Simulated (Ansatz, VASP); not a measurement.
## Li2S: VASP beside Ansatz

```xyz
3
Lattice="0.0000 2.9088 2.9088 2.9088 0.0000 2.9088 2.9088 2.9088 0.0000" Properties=species:S:1:pos:R:3 pbc="T T T"
Li    1.4544    1.4544    1.4544
Li    4.3632    4.3632    4.3632
S     0.0000    0.0000    0.0000
```

Alike in both runs: task single point; functional PBE; k mesh 8 × 8 × 8; occupations gaussian, width 0.02 eV; no spin polarisation.

|  | VASP | Ansatz |
| --- | --- | --- |
| version | VASP 6.6.1 | Ansatz 0.2.0 |
| potentials or method | VASP PAW PBE potentials, release 64 (Li_sv, S), cutoff 750 eV | scalar-relativistic, plane waves, PAW |
| valence electrons in the cell | 12 | 12 |

```csv
,VASP,Ansatz,Ansatz less VASP
gap on the k mesh at the Fermi level (eV),3.42,3.42,+0.005
least direct gap on the mesh (eV),3.96,3.96,+0.001
pressure (GPa),-2.3,-2.1,+0.23
```
